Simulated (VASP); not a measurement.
NaAg (rocksalt type):

```xyz
2
Lattice="0.0000 2.8823 2.8823 2.8823 0.0000 2.8823 2.8823 2.8823 0.0000" Properties=species:S:1:pos:R:3 pbc="T T T"
Na    0.0000    0.0000    0.0000
Ag    2.8823    2.8823    2.8823
```

Base run:

| Item | Value |
| --- | --- |
| Program | VASP 6.6.1 |
| Functional | LDA |
| Potentials or basis | VASP PAW LDA potentials, release 64 (Na_pv, Ag) |
| Cutoff | 520 eV |
| k mesh | 12 × 12 × 12 |
| Occupations | fermi-dirac, width 0.05 eV |
| Spin | no spin polarisation |

Its results: band gap on the k mesh zero (band 9 reaches 2.68 eV, above the bottom of band 10 at 2.08 eV); pressure 0.0 GPa.

Problem. The run is repeated on the same cell with these changes: functional from LDA to r2SCAN; potentials or basis from VASP PAW LDA potentials, release 64 (Na_pv, Ag) to VASP PAW PBE potentials, release 64 (Na_pv, Ag). What comes out?

Solution. Band gap on the k mesh zero (band 9 reaches 3.01 eV, above the bottom of band 10 at 2.52 eV); pressure 2.3 GPa.

Caveats: the PAW data sets were made with another functional, which shifts forces and pressure a little (some runs).
